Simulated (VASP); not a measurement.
# TiAl (P-6m2) in VASP: a series of runs

The runs below take TiAl through single point, with LDA.

Everything below comes from runs of VASP 6.6.1. Logs are shortened: lines on timing, memory, paths and dates and some standing lists are left out, and cuts for length are marked.

### Step 1. The cell of the first run

Symmetry: P-6m2, No. 187, hexagonal system. Conventional cell: a = 2.695 Å, b = 2.695 Å, c = 4.399 Å, α = 90.00°, β = 90.00°, γ = 120.00°. Ti (site symmetry -6m2) has 6 Al at 2.69 Å and 6 Ti at 2.69 Å within 3.6 Å. Within 3.6 Å of Al (site symmetry -6m2) lie 6 Ti at 2.69 Å and 6 Al at 2.69 Å.

### Step 2. Single point, LDA, collinear spin (13.83 Å³/atom)

File INCAR:

```
  PREC = Accurate
  ENCUT = 520
  EDIFF = 1E-6
  ISMEAR = 0
  SIGMA = 0.15
  LREAL = False
  LASPH = True
  NELM = 150
  ALGO = Normal
  ISIF = 2
  LWAVE = False
  LCHARG = False
  ISPIN = 2
  MAGMOM = 0.125 0
  LORBIT = 11
  NUPDOWN = 0.125
  LMAXMIX = 4
  NBANDS = 18
```

File KPOINTS:

```
regular mesh
0
Gamma
  21 21 12
```

File POSCAR:

```
TiAl
1.0
    2.6946785905      0.0000000000      0.0000000000
   -1.3473392953      2.3336601144      0.0000000000
    0.0000000000      0.0000000000      4.3985304247
Ti Al
1 1
Direct
    0.0000000000      0.0000000000      0.0000000000
    0.3333333333      0.6666666667      0.5000000000
```

Potentials or basis: VASP PAW LDA potentials, release 64 (Ti_sv, Al).

Started as:

```
$ cat potpaw_LDA.64/Ti_sv/POTCAR potpaw_LDA.64/Al/POTCAR > POTCAR
$ mpirun -np 1 vasp_std > vasp.out
```

OUTCAR:

```text
PREC = Accurate
   ENCUT = 520
   EDIFF = 1E-6
   ISMEAR = 0
   LREAL = False
   LASPH = True
   NELM = 150
   ISIF = 2
   ISPIN = 2
   LORBIT = 11
   NUPDOWN = 0.125

 ion  position               nearest neighbor table
   1  0.000  0.000  0.000-   2 2.69   2 2.69   2 2.69   2 2.69   2 2.69   2 2.69
   2  0.333  0.667  0.500-   1 2.69   1 2.69   1 2.69   1 2.69   1 2.69   1 2.69

  LATTYP: Found a hexagonal cell.
 ALAT       =     2.6946785905
 C/A-ratio  =     1.6323024350

  Lattice vectors:

 A1 = (   2.6946785905,   0.0000000000,   0.0000000000)
 A2 = (  -1.3473392953,   2.3336601144,   0.0000000000)
 A3 = (   0.0000000000,   0.0000000000,   4.3985304247)

Analysis of symmetry for initial positions (statically):
=====================================================================
 Subroutine PRICEL returns:
 Original cell was already a primitive cell.

 Routine SETGRP: Setting up the symmetry group for a
 hexagonal supercell.

 Subroutine GETGRP returns: Found 12 space group operations
 (whereof 12 operations were pure point group operations)
 out of a pool of 24 trial point group operations.

The static configuration has the point symmetry D_3h.

Analysis of symmetry for dynamics (positions and initial velocities):
=====================================================================
 Subroutine PRICEL returns:
 Original cell was already a primitive cell.

 Routine SETGRP: Setting up the symmetry group for a
 hexagonal supercell.

 Subroutine GETGRP returns: Found 12 space group operations
 (whereof 12 operations were pure point group operations)
 out of a pool of 24 trial point group operations.

The dynamic configuration has the point symmetry D_3h.

Analysis of structural, dynamic, and magnetic symmetry:
=====================================================================
 Subroutine PRICEL returns:
 Original cell was already a primitive cell.

 Routine SETGRP: Setting up the symmetry group for a
 hexagonal supercell.

 Subroutine GETGRP returns: Found 12 space group operations
 (whereof 12 operations were pure point group operations)
 out of a pool of 24 trial point group operations.

The overall configuration has the point symmetry D_3h.

 Subroutine INISYM returns: Found 12 space group operations
 (whereof 12 operations are pure point group operations),
 and found     1 'primitive' translations

----------------------------------------------------------------------------------------

                                     Primitive cell

  volume of cell :      27.6600

  direct lattice vectors                    reciprocal lattice vectors
     2.694678591  0.000000000  0.000000000     0.371101772  0.214255708  0.000000000
    -1.347339295  2.333660114  0.000000000     0.000000000  0.428511416  0.000000000
     0.000000000  0.000000000  4.398530425     0.000000000  0.000000000  0.227348660

  length of vectors
     2.694678591  2.694678591  4.398530425     0.428511416  0.428511416  0.227348660

  position of ions in fractional coordinates (direct lattice)
     0.000000000  0.000000000  0.000000000
     0.333333333  0.666666667  0.500000000

  ion indices of the primitive-cell ions
   primitive index   ion index
                 1           1
                 2           2

----------------------------------------------------------------------------------------

 KPOINTS: regular mesh

Automatic generation of k-mesh.
 Grid dimensions read from file:
 generate k-points for:   21   21   12

 Generating k-lattice:

  Cartesian coordinates                     Fractional coordinates (reciprocal lattice)
     0.017671513  0.010202653  0.000000000     0.047619048  0.000000000  0.000000000
     0.000000000  0.020405306  0.000000000     0.000000000  0.047619048  0.000000000
     0.000000000  0.000000000  0.018945722     0.000000000  0.000000000  0.083333333

  Length of vectors
     0.020405306  0.020405306  0.018945722

  Shift w.r.t. Gamma in fractional coordinates (k-lattice)
     0.000000000  0.000000000  0.000000000

 Subroutine IBZKPT returns following result:
 ===========================================

 Found    336 irreducible k-points:

 Following reciprocal coordinates:
            Coordinates               Weight
  0.000000  0.000000  0.000000      1.000000
  0.047619  0.000000  0.000000      6.000000
  0.095238  0.000000  0.000000      6.000000
  0.142857  0.000000  0.000000      6.000000
  0.190476  0.000000  0.000000      6.000000
  0.238095 -0.000000  0.000000      6.000000
[... 16 lines left out ...]
  0.142857  0.095238  0.000000     12.000000
  0.190476  0.095238  0.000000     12.000000
 [... further k-points ...]
   k-points           NKPTS =    336   k-points in BZ     NKDIM =    336   number of bands    NBANDS=     18
   number of dos      NEDOS =    301   number of ions     NIONS =      2
   total plane-waves  NPLWV =  14400
   dimension x,y,z NGX =    20 NGY =   20 NGZ =   36
   dimension x,y,z NGXF=    40 NGYF=   40 NGZF=   72
   ions per type =               1   1
   NGX,Y,Z   is equivalent  to a cutoff of  12.34, 12.34, 13.61 a.u.
   NGXF,Y,Z  is equivalent  to a cutoff of  24.68, 24.68, 27.21 a.u.
 SYSTEM =  unknown system
   PREC   = accura    normal or accurate (medium, high low for compatibility)
   ISTART =      0    job   : 0-new  1-cont  2-samecut
   ICHARG =      2    charge: 1-file 2-atom 10-const
   ISPIN  =      2    spin polarized calculation?
   LNONCOLLINEAR =      F non collinear calculations
   LSORBIT =      F    spin-orbit coupling
   LASPH  =      T    aspherical Exc in radial PAW
   ENCUT  =  520.0 eV  38.22 Ry    6.18 a.u.   5.01  5.01  8.18*2*pi/ulx,y,z
   NELM   =    150;   NELMIN=  2; NELMDL= -5     # of ELM steps
   EDIFF  = 0.1E-05   stopping-criterion for ELM
   LREAL  =      F    real-space projection
   EDIFFG = 0.1E-04   stopping-criterion for IOM
   NSW    =      0    number of steps for IOM
   IBRION =     -1    ionic relax: 0-MD 1-quasi-New 2-CG
   NFREE  =      0    steps in history (QN), initial steepest desc. (CG)
   ISIF   =      2    stress and relaxation
   ISYM   =      2    0-nonsym 1-usesym 2-fastsym
   POTIM  = 0.5000    time-step for ionic-motion
   TEBEG  =    0.0;   TEEND  =   0.0 temperature during run
   PSTRESS=    0.0 pullay stress
   NELECT =      15.0000    total number of electrons
   NUPDOWN=       0.1250    fix difference up-down
   EMIN   =  10.00;   EMAX   =-10.00  energy-range for DOS
   EFERMI =   0.00;   METHOD = LEGACY
   ISMEAR =     0;   SIGMA  =   0.15  broadening in eV -4-tet -1-fermi 0-gaus
   EFERMI_NEDOS =   21; number of points for ismear=-14 and -15
   IALGO  =     38    algorithm
   IMIX   =      4    mixing-type and parameters
     AMIX     =   0.40;   BMIX     =  1.00
     AMIX_MAG =   1.60;   BMIX_MAG =  1.00
  volume/ion in A,a.u.               =      13.83        93.33
  Fermi-wavevector in a.u.,A,eV,Ry     =   1.335020  2.522822 24.249379  1.782279
  Thomas-Fermi vector in A             =   2.463757
   LORBIT       =     11    0 simple, 1 ext, 2 COOP (PROOUT), +10 PAW based schemes
   GGA     = CA    functional components
   LHFCALC =     F    Hartree Fock is set to
   AEXX    =    0.0000 exact exchange contribution
   IVDW    =     0    specifies the selected vdW correction
   LEPSILON=     F    determine dielectric tensor
   LRPA    =     F    only Hartree local field effects (RPA)
 spin polarized calculation
 Gauss-broadening in eV      SIGMA  =   0.15
  energy-cutoff  :      520.00
  volume of cell :       27.66
 maximum number of plane-waves:       768
 NGX is ok and might be reduce to    20
   NGX =  9   NGY =  9   NGZ = 17

 number of electron      14.9999995 magnetization       0.1250000

 Free energy of the ion-electron system (eV)
  ---------------------------------------------------
  ext. energy  EPLUGINS =         0.00000000
  ---------------------------------------------------
  free energy    TOTEN  =       -13.05455897 eV

  energy without entropy =      -13.02949567  energy(sigma->0) =      -13.04202732

 E-fermi :   9.6961     XC(G=0): -11.9730

 val. band max:        9.7395914104   @ k =   0.2381   0.1905   0.3333
 cond. band min:       9.6989408161   @ k =   0.2381   0.1429   0.0833
 fundamental gap:     -0.0406505943
 Fermi energy:         9.7449506095

 spin component 1

 k-point     1 :       0.0000    0.0000    0.0000
  band No.  band energies     occupation
      1     -45.7756      1.00000
      2     -22.5211      1.00000
      3     -21.8233      1.00000
      4     -21.8233      1.00000
      5      -0.1482      1.00000
      6       7.1565      1.00000
[... 10 lines left out ...]
     17      25.4898      0.00000
     18      28.5249      0.00000

 k-point     2 :       0.0476    0.0000    0.0000
  band No.  band energies     occupation
      1     -45.7711      1.00000
      2     -22.5170      1.00000
      3     -21.8481      1.00000
      4     -21.8287      1.00000
      5      -0.0838      1.00000
      6       7.2312      1.00000
[... 10 lines left out ...]
     17      26.3817      0.00000
     18      28.4720      0.00000

 k-point     3 :       0.0952    0.0000    0.0000
  band No.  band energies     occupation
      1     -45.7579      1.00000
      2     -22.5048      1.00000
      3     -21.9198      1.00000
      4     -21.8444      1.00000
      5       0.1082      1.00000
      6       7.4468      1.00000
[... 412 lines left out ...]
 k-point    23 :       0.1429    0.0952    0.0000
  band No.  band energies     occupation
      1     -45.7000      1.00000
      2     -22.4515      1.00000
      3     -22.2127      1.00000
      4     -21.9266      1.00000
      5       1.0458      1.00000
      6       7.7926      1.00000
[... 10 lines left out ...]
     17      27.2591      0.00000
     18      27.4000      0.00000

 k-point    24 :       0.1905    0.0952    0.0000
  band No.  band energies     occupation
      1     -45.6713      1.00000
      2     -22.4251      1.00000
      3     -22.3523      1.00000
      4     -21.9686      1.00000
      5       1.5922      1.00000
      6       7.7752      1.00000
[... 10 lines left out ...]
     17      26.5779      0.00000
     18      28.2449      0.00000

 [... further k-points ...]

 spin component 2

 k-point     1 :       0.0000    0.0000    0.0000
  band No.  band energies     occupation
      1     -45.7208      1.00000
      2     -22.4705      1.00000
      3     -21.7669      1.00000
      4     -21.7669      1.00000
      5      -0.1093      1.00000
      6       7.2290      1.00000
[... 10 lines left out ...]
     17      25.5186      0.00000
     18      28.5658      0.00000

 k-point     2 :       0.0476    0.0000    0.0000
  band No.  band energies     occupation
      1     -45.7162      1.00000
      2     -22.4663      1.00000
      3     -21.7916      1.00000
      4     -21.7723      1.00000
      5      -0.0449      1.00000
      6       7.3036      1.00000
[... 10 lines left out ...]
     17      26.4301      0.00000
     18      28.5134      0.00000

 k-point     3 :       0.0952    0.0000    0.0000
  band No.  band energies     occupation
      1     -45.7031      1.00000
      2     -22.4541      1.00000
      3     -21.8632      1.00000
      4     -21.7880      1.00000
      5       0.1469      1.00000
      6       7.5190      1.00000
[... 412 lines left out ...]
 k-point    23 :       0.1429    0.0952    0.0000
  band No.  band energies     occupation
      1     -45.6453      1.00000
      2     -22.4009      1.00000
      3     -22.1557      1.00000
      4     -21.8700      1.00000
      5       1.0842      1.00000
      6       7.8394      1.00000
[... 10 lines left out ...]
     17      27.3019      0.00000
     18      27.4390      0.00000

 k-point    24 :       0.1905    0.0952    0.0000
  band No.  band energies     occupation
      1     -45.6166      1.00000
      2     -22.3745      1.00000
      3     -22.2951      1.00000
      4     -21.9120      1.00000
      5       1.6305      1.00000
      6       7.8226      1.00000
[... 10 lines left out ...]
     17      26.6209      0.00000
     18      28.2949      0.00000

 [... further k-points ...]

------------------------ aborting loop because EDIFF is reached ----------------------------------------

  FORCE on cell =-STRESS in cart. coord.  units (eV):
  Direction    XX          YY          ZZ          XY          YZ          ZX
  --------------------------------------------------------------------------------------
  -------------------------------------------------------------------------------------
  Total        3.0948521      3.0948521      3.7371417     -0.0000000      0.0000000     -0.0000000
  in kB      179.2661549    179.2661549    216.4701265     -0.0000000      0.0000000     -0.0000000
  external PRESSURE =     191.6674787 kB  Pullay stress =       0.0000000 kB

 VOLUME and BASIS-vectors are now :
 -----------------------------------------------------------------------------
  energy-cutoff  :      520.00
  volume of cell :       27.66
      direct lattice vectors                 reciprocal lattice vectors
     2.694678591  0.000000000  0.000000000     0.371101772  0.214255708  0.000000000
    -1.347339295  2.333660114  0.000000000     0.000000000  0.428511416  0.000000000
     0.000000000  0.000000000  4.398530425     0.000000000  0.000000000  0.227348660

 POSITION                                       TOTAL-FORCE (eV/Angst)
 -----------------------------------------------------------------------------------
      0.00000      0.00000      0.00000        -0.000000      0.000000      0.000000
     -0.00000      1.55577      2.19927         0.000000      0.000000      0.000000
 -----------------------------------------------------------------------------------
    total drift:                                0.000000     -0.000000      0.000000

  FREE ENERGIE OF THE ION-ELECTRON SYSTEM (eV)
  ---------------------------------------------------
  free  energy   TOTEN  =       -13.0545589722 eV

  energy  without entropy=      -13.0294956687  energy(sigma->0) =      -13.04202732

 total charge

# of ion       s       p       d       tot
------------------------------------------
    1        2.258   6.173   2.112  10.543
    2        0.451   0.455   0.000   0.905
--------------------------------------------------
tot          2.709   6.627   2.112  11.449

 magnetization (x)

# of ion       s       p       d       tot
------------------------------------------
    1        0.002   0.010   0.058   0.070
    2        0.001   0.005   0.000   0.006
--------------------------------------------------
tot          0.003   0.015   0.058   0.076
```

It took 3.9 min on 1 thread of Intel Xeon Platinum 8488C (Sapphire Rapids), shared host; peak memory 0.34 GiB.

What came out:

```yaml
Free_energy: -13.0546 eV
Pressure: 19.2 GPa
Net_moment: 0.12 μB per cell
Site_moments: Ti +0.07; Al +0.01 μB
Valence_electrons_inside_the_program's_atomic_spheres: Ti 10.54; Al 0.91
```

Stress tensor (GPa, compression positive):
```
17.93  0.00  0.00
 0.00 17.93  0.00
 0.00  0.00 21.65
```

Caveat: the cell stands under pressure; the total moment is fixed, so each spin has its own Fermi level and the state may be an excited one.

(Continued in part 2 of 2.)
